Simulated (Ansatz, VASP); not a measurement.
## Two plane-wave programs on Ag

```
CELL_PARAMETERS angstrom
2.93228 0.00000 0.00000
-1.46614 2.53943 0.00000
0.00000 0.00000 23.18260
ATOMIC_POSITIONS crystal
Ag 0.00000 0.00000 0.34509
Ag 0.33333 0.66667 0.44836
Ag 0.66667 0.33333 0.55164
Ag 0.00000 0.00000 0.65491
```

Alike in both runs: task single point; functional PBE; k mesh 14 × 14 × 1; occupations fermi-dirac, width 0.05 eV; no spin polarisation.

|  | VASP | Ansatz |
| --- | --- | --- |
| version | VASP 6.6.1 | Ansatz 0.2.0 |
| potentials or method | VASP PAW PBE potentials, release 64 (Ag) | PAW with Ansatz's default frozen-core files, scalar-relativistic |
| plane-wave cutoff (eV) | 520 | 420 |
| valence electrons in the cell | 44 | 76 |

```csv
,VASP,Ansatz,Ansatz less VASP
rms of the force components (eV/Å),0.030,0.029,-0.0008
```

Atom by atom the forces differ by 0.001 eV/Å (rms over components). VASP's potentials hold 44 valence electrons a cell and Ansatz's 76, so a difference there can come from the potentials and not from the codes.
